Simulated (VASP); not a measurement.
## CdTe: relaxation of cell and atoms with PBEsol

Crystal: CdTe.

```xyz
2
Lattice="0.0000 3.3091 3.3091 3.3091 0.0000 3.3091 3.3091 3.3091 0.0000" Properties=species:S:1:pos:R:3 pbc="T T T"
Cd    0.0000    0.0000    0.0000
Te    1.6545    1.6545    1.6545
```

| Item | Value |
| --- | --- |
| Program | VASP 6.6.1 |
| Task | relaxation of cell and atoms |
| Functional | PBEsol |
| Potentials or basis | VASP PAW PBE potentials, release 64 (Cd, Te) |
| Cutoff | 600 eV |
| k mesh | 6 × 6 × 6 |
| Occupations | fermi-dirac, width 0.02 eV |
| Spin | no spin polarisation |
| Dipole correction | no |
| Further INCAR settings | ALGO = Normal; EDIFF = 1e-06; IBRION = 2; EDIFFG = -0.005; NSW = 80; ISIF = 3 |

```
Relaxed volume                         : 34.27 Å³/atom
Relaxed cell                           : a = 4.594 Å, b = 4.594 Å, c = 4.594 Å, α = 60.00°, β = 60.00°, γ = 60.00°
Space group after relaxing (to 0.05 Å) : F-43m (No. 216)
Energy gained by relaxing              : 13.0 meV/atom
Ionic steps                            : 3
Pressure after relaxing                : 0.0 GPa
Band gap on the k mesh                 : 0.64 eV, direct
```

The path:
| step | energy change (eV) | largest force (eV/Å) | pressure (GPa) | volume (Å³) |
| --- | --- | --- | --- | --- |
| 1 | 0.0000 | 0.0000 | -2.01 | 72.47 |
| 2 | -0.0250 | 0.0000 | 0.47 | 67.80 |
| 3 | -0.0261 | 0.0000 | 0.01 | 68.54 |

Final structure:
```
Cd Te
1.0
     0.00000    3.24817    3.24817
     3.24817    0.00000    3.24817
     3.24817    3.24817    0.00000
Cd Te
1 1
Cartesian
  0.0000 0.0000 0.0000
  1.6241 1.6241 1.6241
```

Levels at points of the mesh, in eV from the valence-band top:
| k point | band 5 | band 6 | band 7 | band 8 | band 9 | band 10 | band 11 | band 12 | band 13 |
| --- | --- | --- | --- | --- | --- | --- | --- | --- | --- |
| (0.00, 0.00, 0.00) | -7.98 | -7.98 | 0.00 | 0.00 | 0.00 | 0.64 | 4.55 | 4.55 | 4.55 |
| (0.50, 0.00, 0.00) | -7.97 | -7.64 | -4.44 | -0.77 | -0.77 | 1.72 | 5.13 | 5.13 | 6.93 |
| (0.50, 0.50, 0.00) | -7.95 | -7.50 | -4.32 | -1.86 | -1.86 | 2.50 | 2.60 | 8.68 | 9.03 |

It took 31 s on 1 thread of AMD EPYC 9R45 96-Core Processor (Zen 5), on a shared host, peak memory 0.21 GiB.

Caveat: the PAW data sets were made with another functional, which shifts forces and pressure a little; spin-orbit coupling is left out, which moves the levels of the heavy elements. Expect the measured gap to be larger: semilocal functionals such as PBEsol lack the derivative discontinuity.
